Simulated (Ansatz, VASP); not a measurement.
# CaF2 in VASP and in Ansatz

```
Ca F
1.0
     0.00000    2.61081    2.61081
     2.61081    0.00000    2.61081
     2.61081    2.61081    0.00000
Ca F
1 2
Direct
  0.00000 0.00000 0.00000
  0.25000 0.25000 0.25000
  0.75000 0.75000 0.75000
```

Change from the starting cell: hydrostatic strain -4.0%.

Alike in both runs: task single point; functional HSE06; k mesh 6 × 6 × 6; no spin polarisation.

|  | VASP | Ansatz |
| --- | --- | --- |
| version | VASP 6.6.1 | Ansatz 0.2.0 |
| potentials or method | VASP PAW PBE potentials, release 64 (Ca_sv, F) | plane waves, PAW |
| plane-wave cutoff (eV) | 520 | 420 |
| occupations | gaussian, width 0.01 eV | fixed |
| valence electrons in the cell | 24 | 24 |

|  | VASP | Ansatz | Ansatz less VASP |
| --- | --- | --- | --- |
| gap on the k mesh at the Fermi level (eV) | 10.23 | 10.27 | +0.039 |
| pressure (GPa) | 16.7 | 15.7 | -0.98 |

Ansatz's warnings: stress exchange threshold loose, stress scf threshold loose.
